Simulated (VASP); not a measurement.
Input of a VASP 6.6.1 run:

Contents of INCAR:

```
PREC = Accurate
ENCUT = 520
EDIFF = 1E-7
ISMEAR = 0
SIGMA = 0.15
LREAL = False
LASPH = True
NELM = 100
ALGO = Fast
ISIF = 2
LWAVE = False
LCHARG = False
GGA = PE
NBANDS = 13
```

KPOINTS

```
Automatic mesh
0
Gamma
  22 22 22
```

The input POSCAR:

```
Mo
1.0
   -1.0942532306      1.5183688878      1.5183688878
    1.5183688878     -1.0942532306      1.5183688878
    1.5183688878      1.5183688878     -1.0942532306
Mo
1
Direct
    0.0000000000      0.0000000000      0.0000000000
```

Potentials or basis: VASP PAW PBE potentials, release 64 (Mo_sv).

Command:

```bash
$ cat potpaw_PBE.64/Mo_sv/POTCAR > POTCAR
$ mpirun -np 1 vasp_std > vasp.out
```

Estimate the band gap on the k mesh.

zero (band 7 reaches 17.11 eV, above the bottom of band 8 at 13.76 eV).

Estimate the pressure.

83.9 GPa.

Stress tensor (GPa, compression positive):
```
 83.94 -22.58 -22.58
-22.58  83.94 -22.58
-22.58 -22.58  83.94
```
